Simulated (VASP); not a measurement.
The system is Ti.

```xyz
3
Lattice="4.6000 0.0000 0.0000 -2.3000 3.9837 0.0000 0.0000 0.0000 2.8200" Properties=species:S:1:pos:R:3 pbc="T T T"
Ti    0.0000    0.0000    0.0000
Ti    0.0000    2.6558    1.4100
Ti    2.3000    1.3279    1.4100
```

This isn't the form of Ti at room conditions, which is hcp.

| Quantity | Value |
| --- | --- |
| Program | VASP 6.6.1 |
| Task | relaxation of cell and atoms |
| Functional | LDA |
| Potentials or basis | VASP PAW LDA potentials, release 64 (Ti_sv) |
| Cutoff | 600 eV |
| k mesh | 7 × 7 × 10 |
| Occupations | fermi-dirac, width 0.02 eV |
| Spin | no spin polarisation |

At the start: pressure -9.2 GPa; volume 17.23 Å³/atom.

Task: Where does the relaxation end?

Result: Over 9 steps the energy falls by 44.2 meV/atom and the volume is 15.82 Å³/atom (-8.1 %); space group P6/mmm (No. 191, to 0.1 Å) before and after.

Step by step:
```csv
step,energy change (eV),largest force (eV/Å),pressure (GPa),volume (Å³)
1,0.0000,0.0000,-9.19,51.68
2,-0.0573,0.0000,8.79,44.63
3,-0.1308,0.0000,0.02,47.48
4,-0.1308,0.0000,0.21,47.40
5,-0.1327,0.0000,0.19,47.40
6,-0.1327,0.0000,0.18,47.40
7,-0.1327,0.0000,0.17,47.40
8,-0.1327,0.0000,-0.11,47.52
9,-0.1327,0.0000,-0.03,47.47
```

Final structure:
```yaml
crystal:
  lattice:
    - [4.44726, 0.00000, 0.00000]
    - [-2.22363, 3.85144, 0.00000]
    - [0.00000, 0.00000, 2.77130]
  atoms:
    - { symbol: Ti, position: [0.00000, 0.00000, 0.00000] }
    - { symbol: Ti, position: [0.33333, 0.66667, 0.50000] }
    - { symbol: Ti, position: [0.66667, 0.33333, 0.50000] }
```
